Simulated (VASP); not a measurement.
MgB2, 3 atoms in the cell. It takes space group P2/m (No. 10, monoclinic). The conventional cell has a = 3.058 Å, b = 3.523 Å, c = 3.085 Å, α = 90.00°, β = 119.14°, γ = 90.00°. Mg (site symmetry 2/m) has 12 B at 2.49 to 2.52 Å and 6 Mg at 3.06 to 3.11 Å within 3.3 Å. B (site symmetry m) has 3 B at 1.77 to 1.80 Å within 2.3 Å. 

```yaml
Program: VASP 6.6.1
Task: single point
Functional: PBE
Potentials_or_basis: VASP PAW PBE potentials, release 64 (Mg, B)
Cutoff: 520 eV
k_mesh: 8 × 8 × 6
Occupations: fermi-dirac, width 0.05 eV
Spin: no spin polarisation
Dipole_correction: no
Further_INCAR_settings: ALGO = Normal; EDIFF = 1e-07; NBANDS = 11
```

Potentials or basis: VASP PAW PBE potentials, release 64 (Mg, B).

Command:

```bash
$ cat potpaw_PBE.64/Mg/POTCAR potpaw_PBE.64/B/POTCAR > POTCAR
$ mpirun -np 1 vasp_std > vasp.out
```

Hardware: 1 thread of AMD EPYC 7R43 64-Core Processor (Zen 3), with other jobs on the host.

**Question.** How long does it take, and how much memory?

**Answer.** Wall time 41 s on 1 thread of AMD EPYC 7R43 64-Core Processor (Zen 3) (shared host), peak memory 0.13 GiB. Counts: scf iterations 14, k points 136.
